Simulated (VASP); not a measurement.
Wanted: the native input for a VASP 6.6.1 run.

```
Task                   : single point
Functional             : PBE
Dispersion             : D3(BJ)
Potentials or basis    : VASP PAW PBE potentials, release 64 (F, H)
Cutoff                 : 520 eV
k mesh                 : 1 × 1 × 1
Occupations            : fermi-dirac, width 0.05 eV
Spin                   : no spin polarisation
Dipole correction      : no
Further INCAR settings : LREAL = Auto; ALGO = Normal; EDIFF = 1e-07; NBANDS = 46
```

The structure of HF lies in POSCAR:

```
HF
1.0
    6.4792240000      0.0000000000      0.0000000000
    0.0000000000      6.4792240000      0.0000000000
    0.0000000000      0.0000000000      6.4792240000
F H
8 8
Direct
    0.7542106894      0.3536997640      0.2971652161
    0.3838885644      0.2814534580      0.4517207616
    0.6856222288      1.0670876636      0.9623374651
    1.0524408479      0.4672936142      0.4996586011
    0.3585305895      0.5797299183      1.0118650011
    0.1425325008     -0.0997187317      0.9326425510
    0.8724810255      0.8020404913      0.2249343440
   -0.0247560510      0.0414555817      0.5645120465
    0.6114466794      0.3516624830      0.3393616273
    0.2579475567      0.3697973708      0.4607187527
    0.6844338149      1.1925347850      1.0473476453
    0.9477678191      0.3617871523      0.4792703571
    0.2582253677      0.6838010231      0.9891616650
    0.0780340362     -0.0613036376      0.8026115473
    0.8040314704      0.8803369045      0.1223294641
   -0.0664431420     -0.0370414729      0.4513657808
```

The input as run:

INCAR

```
PREC = Accurate
ENCUT = 520
EDIFF = 1E-7
ISMEAR = -1
SIGMA = 0.05
LREAL = Auto
LASPH = True
NELM = 100
ALGO = Normal
ISIF = 2
LWAVE = False
LCHARG = False
GGA = PE
IVDW = 12
NBANDS = 46
```

KPOINTS

```
Automatic mesh
0
Gamma
  1 1 1
```

Potentials or basis: VASP PAW PBE potentials, release 64 (F, H).

Command:

```bash
$ cat potpaw_PBE.64/F/POTCAR potpaw_PBE.64/H/POTCAR > POTCAR
$ mpirun -np 1 vasp_gam > vasp.out
```

Results of the run:

```yaml
Pressure: -0.9 GPa
Largest_force: 1.646 eV/Å
Dispersion_energy_per_atom: -0.019 eV
```

Caveat: the k points lie up to 0.97 Å⁻¹ apart.

Run time: 20 s on 1 thread of AMD EPYC 7R13 Processor (Zen 3) (shared host), peak memory 0.26 GiB.
